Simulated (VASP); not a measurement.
Wanted: the native input for a VASP 6.6.1 run.

```
Task                   : single point
Functional             : r2SCAN
Potentials or basis    : VASP PAW PBE potentials, release 64 (Ba_sv, Ti_sv, O)
Cutoff                 : 520 eV
k mesh                 : 5 × 5 × 3
Occupations            : fermi-dirac, width 0.1 eV
Spin                   : collinear spin, zero start
Starting moments       : [0.0, 0.0, 0.0, 0.0, 0.0, 0.0, 0.0, 0.0, 0.0, 0.0] μB
Hubbard terms          : Ti d U = 2.84 eV
Dipole correction      : no
Further INCAR settings : ALGO = Normal; EDIFF = 1e-07; NBANDS = 55
```

Crystal: BaTiO3.

```
Ba Ti O
1.0
    -3.94130    0.00000    0.00000
     0.00000   -2.79990    2.80632
     0.00000    5.59980    5.61264
Ba Ti O
2 2 6
Direct
  0.00000 0.00000 0.00000
  0.00000 0.00000 0.50000
  0.50000 0.51000 0.25500
  0.50000 0.51000 0.75500
  0.00000 0.49000 0.24500
  0.00000 0.49000 0.74500
  0.50000 0.98400 0.24500
  0.50000 0.98400 0.74500
  0.50000 0.49000 0.49200
  0.50000 0.49000 0.99200
```

One way to write it, as run:

POSCAR

```
BaTiO3
1.0
   -3.9412964300      0.0000000000      0.0000000000
    0.0000000000     -2.7999009300      2.8063215900
    0.0000000000      5.5998018700      5.6126431900
Ba Ti O
2 2 6
Direct
    0.0000000000      0.0000000000      0.0000000000
    0.0000000000      0.0000000000      0.5000000000
    0.5000000000      0.5100000000      0.2550000000
    0.5000000000      0.5100000000      0.7550000000
    0.0000000000      0.4900000000      0.2450000000
    0.0000000000      0.4900000000      0.7450000000
    0.5000000000      0.9840000000      0.2450000000
    0.5000000000      0.9840000000      0.7450000000
    0.5000000000      0.4900000000      0.4920000000
    0.5000000000      0.4900000000      0.9920000000
```

INCAR.step1

```
SYSTEM = BaTiO3
PREC = Accurate
ENCUT = 520
ISMEAR = -1
SIGMA = 0.1
LREAL = .FALSE.
LASPH = .TRUE.
NELM = 150
ISPIN = 2
MAGMOM = 0 0 0 0 0 0 0 0 0 0
LMAXMIX = 4
LDAU = .TRUE.
LDAUTYPE = 2
LDAUL = -1 2 -1
LDAUU = 0 2.84 0
LDAUJ = 0 0 0
NBANDS = 55
GGA = PE
ALGO = Normal
EDIFF = 1E-4
LWAVE = .TRUE.
LCHARG = .FALSE.
```

INCAR.step2

```
SYSTEM = BaTiO3
PREC = Accurate
ENCUT = 520
EDIFF = 1E-7
ISMEAR = -1
SIGMA = 0.1
LREAL = .FALSE.
LASPH = .TRUE.
NELM = 150
ALGO = Normal
ISIF = 2
LWAVE = .FALSE.
LCHARG = .TRUE.
ISPIN = 2
MAGMOM = 0 0 0 0 0 0 0 0 0 0
LORBIT = 11
LMAXMIX = 4
LDAU = .TRUE.
LDAUTYPE = 2
LDAUL = -1 2 -1
LDAUU = 0 2.84 0
LDAUJ = 0 0 0
LDAUPRINT = 1
METAGGA = R2SCAN
LMIXTAU = .TRUE.
LELF = .TRUE.
LVHAR = .TRUE.
NBANDS = 55
ISTART = 1
```

KPOINTS

```
Automatic mesh
0
G
  5 5 3
  0 0 0
```

Potentials or basis: VASP PAW PBE potentials, release 64 (Ba_sv, Ti_sv, O).

The run is started by

```bash
$ cat potpaw_PBE.64/Ba_sv/POTCAR potpaw_PBE.64/Ti_sv/POTCAR potpaw_PBE.64/O/POTCAR > POTCAR
$ cp INCAR.step1 INCAR
$ mpirun -np 1 vasp_std > vasp.out
$ cp INCAR.step2 INCAR
$ mpirun -np 1 vasp_std > vasp.out
```

It gave:

```json
{"Pressure": "11.8 GPa", "Largest force": "0.691 eV/Å", "Band gap on the k mesh": "2.90 eV", "Net moment": "0.00 μB per cell", "Valence electrons inside the program's atomic spheres": "Ba 8.03; Ti 10.14; O 5.10"}
```

Caveat: the cell stands under pressure; the PAW data sets were made with another functional, which shifts forces and pressure a little; spin-orbit coupling is left out, which moves the levels of the heavy elements.

Run time: 67 min on 1 thread of Oxide Virtual Turin-like Processor (shared host), peak memory 0.42 GiB.
